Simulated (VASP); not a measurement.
Runs of VASP 6.6.1 on Au. The structure is that of space group P6_3/mmc (No. 194), or close to it. The cells are those of the table. 

```csv
cell,gap on the mesh (eV),pressure (GPa)
"a = 2.841, b = 2.841, c = 4.780 Å, angles 90.0, 90.0, 120.0°, 2 atoms",none,-0.8
"a = 2.861, b = 2.861, c = 4.814 Å, angles 90.0, 90.0, 120.0°, 2 atoms",none,-4.5
"a = 2.919, b = 2.919, c = 4.912 Å, angles 90.0, 90.0, 120.0°, 2 atoms",none,-12.8
"a = 2.957, b = 2.957, c = 4.976 Å, angles 90.0, 90.0, 120.0°, 2 atoms",none,(b)
"a = 2.900, b = 2.900, c = 4.880 Å, angles 90.0, 90.0, 120.0°, 2 atoms",none,(a)
```

Alike in all rows: task single point; level LDA; potentials or basis VASP PAW LDA potentials, release 64 (Au); no spin polarisation; k mesh 11 × 11 × 6; cutoff (eV) 520; smearing gaussian 0.1 eV.

Estimate the missing entries.

(a) -10.4; (b) -16.6.

Caveats: spin-orbit coupling is left out, which moves the levels of the heavy elements.

A k mesh can miss the band edges, and the runs leave out spin-orbit coupling on Au.

A gap of «none» marks levels without a gap at the run's occupations.
